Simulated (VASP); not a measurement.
# Pt (Fm-3m) in VASP: notebook

Pt is run at these levels: r2SCAN; tasks: single point.

Program: VASP 6.6.1. These are calculated values, not measurements. Logs are shortened: lines on timing, memory, paths and dates and some standing lists are left out, and cuts for length are marked.

## 1. The cell of the first run

Symmetry: Fm-3m, No. 225, cubic system. The conventional cell has a = 3.941 Å, b = 3.941 Å, c = 3.941 Å, α = 90.00°, β = 90.00°, γ = 90.00°. Pt (site symmetry m-3m) has 12 Pt at 2.79 Å within 3.7 Å.

## 2. Single point, r2SCAN

The input, POSCAR:

```
Pt
1.0
    0.0000000000      1.9705765473      1.9705765473
    1.9705765473      0.0000000000      1.9705765473
    1.9705765473      1.9705765473      0.0000000000
Pt
1
Direct
    0.0000000000      0.0000000000      0.0000000000
```

The input, INCAR.step1:

```
PREC = Accurate ; ENCUT = 520
ISMEAR = 1 ; SIGMA = 1.0
LREAL = F ; LASPH = T
NELM = 60 ; NBANDS = 11
GGA = PE ; ALGO = Normal
EDIFF = 1E-4 ; LWAVE = T
LCHARG = F
```

The input, INCAR.step2:

```
PREC = Accurate ; ENCUT = 520
EDIFF = 1E-7 ; ISMEAR = 1
SIGMA = 1.0 ; LREAL = F
LASPH = T ; NELM = 60
ALGO = Normal ; ISIF = 2
LWAVE = F ; LCHARG = F
METAGGA = R2SCAN ; LMIXTAU = T
NBANDS = 11 ; ISTART = 1
```

The input, KPOINTS:

```
Automatic mesh
0
Gamma
  14 14 14
```

Potentials or basis: VASP PAW PBE potentials, release 64 (Pt).

The run is started by

```sh
cat potpaw_PBE.64/Pt/POTCAR > POTCAR
cp INCAR.step1 INCAR
mpirun -np 1 vasp_std > vasp.out
cp INCAR.step2 INCAR
mpirun -np 1 vasp_std > vasp.out
```

OUTCAR:

```text
PREC = Accurate
   ENCUT = 520
   EDIFF = 1E-7
   ISMEAR = 1
   LREAL = F
   LASPH = T
   NELM = 60
   ISIF = 2
   METAGGA = R2SCAN
   ISTART = 1

 ion  position               nearest neighbor table
   1  0.000  0.000  0.000-

  LATTYP: Found a face centered cubic cell.
 ALAT       =     3.9411530946

  Lattice vectors:

 A1 = (   0.0000000000,   1.9705765473,   1.9705765473)
 A2 = (   1.9705765473,   0.0000000000,   1.9705765473)
 A3 = (   1.9705765473,   1.9705765473,   0.0000000000)

Analysis of symmetry for initial positions (statically):
=====================================================================
 Subroutine PRICEL returns:
 Original cell was already a primitive cell.

 Routine SETGRP: Setting up the symmetry group for a
 face centered cubic supercell.

 Subroutine GETGRP returns: Found 48 space group operations
 (whereof 48 operations were pure point group operations)
 out of a pool of 48 trial point group operations.

The static configuration has the point symmetry O_h .

Analysis of symmetry for dynamics (positions and initial velocities):
=====================================================================
 Subroutine PRICEL returns:
 Original cell was already a primitive cell.

 Routine SETGRP: Setting up the symmetry group for a
 face centered cubic supercell.

 Subroutine GETGRP returns: Found 48 space group operations
 (whereof 48 operations were pure point group operations)
 out of a pool of 48 trial point group operations.

The dynamic configuration has the point symmetry O_h .

 Subroutine INISYM returns: Found 48 space group operations
 (whereof 48 operations are pure point group operations),
 and found     1 'primitive' translations

----------------------------------------------------------------------------------------

                                     Primitive cell

  volume of cell :      15.3042

  direct lattice vectors                    reciprocal lattice vectors
     0.000000000  1.970576547  1.970576547    -0.253732848  0.253732848  0.253732848
     1.970576547  0.000000000  1.970576547     0.253732848 -0.253732848  0.253732848
     1.970576547  1.970576547  0.000000000     0.253732848  0.253732848 -0.253732848

  length of vectors
     2.786816079  2.786816079  2.786816079     0.439478185  0.439478185  0.439478185

  position of ions in fractional coordinates (direct lattice)
     0.000000000  0.000000000  0.000000000

  ion indices of the primitive-cell ions
   primitive index   ion index
                 1           1

----------------------------------------------------------------------------------------

 KPOINTS: Automatic mesh

Automatic generation of k-mesh.
 Grid dimensions read from file:
 generate k-points for:   14   14   14

 Generating k-lattice:

  Cartesian coordinates                     Fractional coordinates (reciprocal lattice)
    -0.018123775  0.018123775  0.018123775     0.071428571  0.000000000  0.000000000
     0.018123775 -0.018123775  0.018123775     0.000000000  0.071428571  0.000000000
     0.018123775  0.018123775 -0.018123775     0.000000000  0.000000000  0.071428571

  Length of vectors
     0.031391299  0.031391299  0.031391299

  Shift w.r.t. Gamma in fractional coordinates (k-lattice)
     0.000000000  0.000000000  0.000000000

 Subroutine IBZKPT returns following result:
 ===========================================

 Found    104 irreducible k-points:

 Following reciprocal coordinates:
            Coordinates               Weight
  0.000000  0.000000  0.000000      1.000000
  0.071429  0.000000  0.000000      8.000000
  0.142857  0.000000  0.000000      8.000000
  0.214286  0.000000  0.000000      8.000000
  0.285714  0.000000  0.000000      8.000000
  0.357143  0.000000  0.000000      8.000000
[... 16 lines left out ...]
  0.214286  0.142857  0.000000     24.000000
  0.285714  0.142857  0.000000     24.000000
 [... further k-points ...]
   k-points           NKPTS =    104   k-points in BZ     NKDIM =    104   number of bands    NBANDS=     11
   number of dos      NEDOS =    301   number of ions     NIONS =      1
   total plane-waves  NPLWV =  13824
   dimension x,y,z NGX =    24 NGY =   24 NGZ =   24
   dimension x,y,z NGXF=    48 NGYF=   48 NGZF=   48
   ions per type =               1
   NGX,Y,Z   is equivalent  to a cutoff of  14.32, 14.32, 14.32 a.u.
   NGXF,Y,Z  is equivalent  to a cutoff of  28.63, 28.63, 28.63 a.u.
 SYSTEM =  unknown system
   PREC   = accura    normal or accurate (medium, high low for compatibility)
   ISTART =      1    job   : 0-new  1-cont  2-samecut
   ICHARG =      0    charge: 1-file 2-atom 10-const
   ISPIN  =      1    spin polarized calculation?
   LNONCOLLINEAR =      F non collinear calculations
   LSORBIT =      F    spin-orbit coupling
   LASPH  =      T    aspherical Exc in radial PAW
   ENCUT  =  520.0 eV  38.22 Ry    6.18 a.u.   5.18  5.18  5.18*2*pi/ulx,y,z
   NELM   =     60;   NELMIN=  2; NELMDL=  0     # of ELM steps
   EDIFF  = 0.1E-06   stopping-criterion for ELM
   LREAL  =      F    real-space projection
   EDIFFG = 0.1E-05   stopping-criterion for IOM
   NSW    =      0    number of steps for IOM
   IBRION =     -1    ionic relax: 0-MD 1-quasi-New 2-CG
   NFREE  =      0    steps in history (QN), initial steepest desc. (CG)
   ISIF   =      2    stress and relaxation
   ISYM   =      2    0-nonsym 1-usesym 2-fastsym
   POTIM  = 0.5000    time-step for ionic-motion
   TEBEG  =    0.0;   TEEND  =   0.0 temperature during run
   PSTRESS=    0.0 pullay stress
   NELECT =      10.0000    total number of electrons
   NUPDOWN=      -1.0000    fix difference up-down
   EMIN   =  10.00;   EMAX   =-10.00  energy-range for DOS
   EFERMI =   0.00;   METHOD = LEGACY
   ISMEAR =     1;   SIGMA  =   1.00  broadening in eV -4-tet -1-fermi 0-gaus
   EFERMI_NEDOS =   21; number of points for ismear=-14 and -15
   IALGO  =     38    algorithm
   IMIX   =      4    mixing-type and parameters
     AMIX     =   0.40;   BMIX     =  1.00
     AMIX_MAG =   1.60;   BMIX_MAG =  1.00
  volume/ion in A,a.u.               =      15.30       103.28
  Fermi-wavevector in a.u.,A,eV,Ry     =   1.420599  2.684543 27.457940  2.018102
  Thomas-Fermi vector in A             =   2.541497
   LORBIT       =      0    0 simple, 1 ext, 2 COOP (PROOUT), +10 PAW based schemes
   METAGGA = R2SCAN    functional components
   LHFCALC =     F    Hartree Fock is set to
   AEXX    =    0.0000 exact exchange contribution
   IVDW    =     0    specifies the selected vdW correction
   LEPSILON=     F    determine dielectric tensor
   LRPA    =     F    only Hartree local field effects (RPA)
 non-spin polarized calculation
 Methfessel and Paxton  Order N= 1 SIGMA  =   1.00
  energy-cutoff  :      520.00
  volume of cell :       15.30
 maximum number of plane-waves:       428
 NGX is ok and might be reduce to    24
   NGX = 11   NGY = 11   NGZ = 11

 number of electron      10.0000001 magnetization

 Free energy of the ion-electron system (eV)
  ---------------------------------------------------
  ext. energy  EPLUGINS =         0.00000000
  ---------------------------------------------------
  free energy    TOTEN  =       -51.55046947 eV

  energy without entropy =      -51.47212541  energy(sigma->0) =      -51.52435478

 E-fermi :  10.7738     XC(G=0): -14.5322

 val. band max:       10.7727416966   @ k =   0.4286   0.2143   0.0000
 cond. band min:      10.7938775676   @ k =  -0.4286   0.3571   0.0000
 fundamental gap:      0.0211358710
 Fermi energy:        10.7737893600

 k-point     1 :       0.0000    0.0000    0.0000
  band No.  band energies     occupation
      1       0.4088      2.00000
      2       6.9119      2.00000
      3       6.9119      2.00000
      4       6.9119      2.00000
      5       9.0259      2.03302
      6       9.0259      2.03302
      7      26.2597     -0.00000
      8      31.3405      0.00000
      9      31.3405      0.00000
     10      31.3405      0.00000
     11      37.1569      0.00000

 k-point     2 :       0.0714    0.0000    0.0000
  band No.  band energies     occupation
      1       0.6193      2.00000
      2       6.8210      2.00000
      3       6.9941      2.00000
      4       6.9941      2.00000
      5       8.9822      2.02951
      6       8.9822      2.02951
      7      26.5770     -0.00000
      8      30.3042     -0.00000
      9      31.6554      0.00000
     10      31.6554      0.00000
     11      38.2265      0.00000

 k-point     3 :       0.1429    0.0000    0.0000
  band No.  band energies     occupation
      1       1.2169      2.00000
      2       6.6155      2.00000
      3       7.1835      2.00000
      4       7.1835      2.00000
      5       8.9211      2.02498
      6       8.9211      2.02498
      7      27.3564     -0.00000
      8      28.3029     -0.00000
      9      32.5477      0.00000
     10      32.5477      0.00000
     11      37.5215      0.00000

 k-point     4 :       0.2143    0.0000    0.0000
  band No.  band energies     occupation
      1       2.0693      2.00000
      2       6.4996      2.00000
      3       7.2981      2.00001
      4       7.2981      2.00001
      5       9.0468      2.03478
      6       9.0468      2.03478
      7      25.9747     -0.00000
      8      28.0359     -0.00000
      9      33.8055      0.00000
     10      33.8055      0.00000
     11      35.5805      0.00000

 k-point     5 :       0.2857    0.0000    0.0000
  band No.  band energies     occupation
      1       2.8604      2.00000
      2       6.8427      2.00000
      3       7.2079      2.00001
      4       7.2079      2.00001
      5       9.4877      2.06985
      6       9.4877      2.06985
      7      23.3920     -0.00000
      8      27.6678     -0.00000
      9      34.0934      0.00000
     10      34.0934      0.00000
     11      35.7770      0.00000
[... 211 lines left out ...]
 k-point    21 :      -0.0714    0.0714    0.0000
  band No.  band energies     occupation
      1       0.9610      2.00000
      2       6.6550      2.00000
      3       7.1105      2.00000
      4       7.1588      2.00000
      5       8.7819      2.01641
      6       9.0744      2.03715
      7      27.0643     -0.00000
      8      29.3803     -0.00000
      9      31.3714      0.00000
     10      32.5255      0.00000
     11      38.3352      0.00000

 k-point    22 :       0.1429    0.1429    0.0000
  band No.  band energies     occupation
      1       1.4955      2.00000
      2       6.2505      2.00000
      3       7.4833      2.00003
      4       7.4833      2.00003
      5       8.3162      2.00279
      6       9.3082      2.05831
      7      27.8878     -0.00000
      8      29.7272     -0.00000
      9      31.0915      0.00000
     10      31.0915      0.00000
     11      39.1283      0.00000

 k-point    23 :       0.2143    0.1429    0.0000
  band No.  band energies     occupation
      1       2.1627      2.00000
      2       5.9728      2.00000
      3       7.5873      2.00006
      4       7.7465      2.00016
      5       8.2902      2.00249
      6       9.4771      2.06947
      7      28.1187     -0.00000
      8      28.7594     -0.00000
      9      30.7909      0.00000
     10      31.6022      0.00000
     11      36.4400      0.00000

 k-point    24 :       0.2857    0.1429    0.0000
  band No.  band energies     occupation
      1       3.0071      2.00000
      2       5.8367      2.00000
      3       7.2380      2.00001
      4       7.8409      2.00027
      5       8.9835      2.02962
      6       9.8220      2.03874
      7      25.6597     -0.00000
      8      28.9487     -0.00000
      9      30.3980     -0.00000
     10      31.9373      0.00000
     11      35.9379      0.00000

 [... further k-points ...]
[... 5 lines left out ...]
  --------------------------------------------------------------------------------------
  -------------------------------------------------------------------------------------
  Total        0.0903692      0.0903692      0.0903692      0.0000000      0.0000000      0.0000000
  in kB        9.4606521      9.4606521      9.4606521      0.0000000      0.0000000      0.0000000
  external PRESSURE =       9.4606521 kB  Pullay stress =       0.0000000 kB

 VOLUME and BASIS-vectors are now :
 -----------------------------------------------------------------------------
  energy-cutoff  :      520.00
  volume of cell :       15.30
      direct lattice vectors                 reciprocal lattice vectors
     0.000000000  1.970576547  1.970576547    -0.253732848  0.253732848  0.253732848
     1.970576547  0.000000000  1.970576547     0.253732848 -0.253732848  0.253732848
     1.970576547  1.970576547  0.000000000     0.253732848  0.253732848 -0.253732848

 POSITION                                       TOTAL-FORCE (eV/Angst)
 -----------------------------------------------------------------------------------
      0.00000      0.00000      0.00000         0.000000      0.000000      0.000000
 -----------------------------------------------------------------------------------
    total drift:                               -0.000000      0.000000     -0.000000

  FREE ENERGIE OF THE ION-ELECTRON SYSTEM (eV)
  ---------------------------------------------------
  free  energy   TOTEN  =       -51.5504694650 eV

  energy  without entropy=      -51.4721254055  energy(sigma->0) =      -51.52435478
```

It took 99 s on 1 thread of AMD EPYC 7R43 (Zen 3), shared host; peak memory 0.12 GiB.

What came out:

```
Free energy            : -51.5505 eV
Pressure               : 0.9 GPa
Band gap on the k mesh : zero (band 5 reaches 11.25 eV, above the bottom of band 6 at 8.92 eV)
```

Levels at points of the mesh, in eV from the Fermi level:
```csv
k point,band 1,band 2,band 3,band 4,band 5,band 6,band 7,band 8,band 9,band 10
"(0.00, 0.00, 0.00)",-10.36,-3.86,-3.86,-3.86,-1.75,-1.75,15.49,20.57,20.57,20.57
"(0.50, 0.00, 0.00)",-7.46,-3.96,-3.96,-0.28,-0.01,-0.01,6.01,15.12,19.82,19.82
"(0.50, 0.50, 0.00)",-7.17,-6.74,-0.10,0.47,0.47,1.94,9.14,11.94,11.94,21.06
```

Caveat: the PAW data sets were made with another functional, which shifts forces and pressure a little; spin-orbit coupling is left out, which moves the levels of the heavy elements.

## 3. Single point, r2SCAN

POSCAR is that of step 2.

The input, INCAR.step1:

```
  PREC = Accurate
  ENCUT = 520
  ISMEAR = 1
  SIGMA = 0.1
  LREAL = F
  LASPH = T
  NELM = 100
  NBANDS = 11
  GGA = PE
  ALGO = Normal
  EDIFF = 1E-4
  LWAVE = T
  LCHARG = F
```

The input, INCAR.step2:

```
  PREC = Accurate
  ENCUT = 520
  EDIFF = 1E-6
  ISMEAR = 1
  SIGMA = 0.1
  LREAL = F
  LASPH = T
  NELM = 100
  ALGO = Normal
  ISIF = 2
  LWAVE = F
  LCHARG = F
  METAGGA = R2SCAN
  LMIXTAU = T
  NBANDS = 11
  ISTART = 1
```

The input, KPOINTS:

```
regular mesh
0
Gamma
  14 14 14
```

Potentials or basis: VASP PAW PBE potentials, release 64 (Pt).

The run is started by

```sh
cat potpaw_PBE.64/Pt/POTCAR > POTCAR
cp INCAR.step1 INCAR
mpirun -np 1 vasp_std > vasp.out
cp INCAR.step2 INCAR
mpirun -np 1 vasp_std > vasp.out
```

It took 96 s on 1 thread of AMD EPYC 7R43 (Zen 3), shared host; peak memory 0.12 GiB.

Results (log left out):

| Property | Result |
| --- | --- |
| Free energy | -51.5087 eV |
| Pressure | 0.2 GPa |
| Band gap on the k mesh | zero (band 5 reaches 11.24 eV, above the bottom of band 6 at 8.92 eV) |

Levels at points of the mesh, in eV from the Fermi level:
```csv
k point,band 1,band 2,band 3,band 4,band 5,band 6,band 7,band 8,band 9,band 10
"(0.00, 0.00, 0.00)",-10.30,-3.80,-3.80,-3.80,-1.69,-1.69,15.55,20.64,20.64,20.64
"(0.50, 0.00, 0.00)",-7.39,-3.89,-3.89,-0.21,0.05,0.05,6.07,15.19,19.88,19.88
"(0.50, 0.50, 0.00)",-7.11,-6.68,-0.04,0.53,0.53,2.00,9.21,12.00,12.00,21.13
```

Caveat: the PAW data sets were made with another functional, which shifts forces and pressure a little; spin-orbit coupling is left out, which moves the levels of the heavy elements.
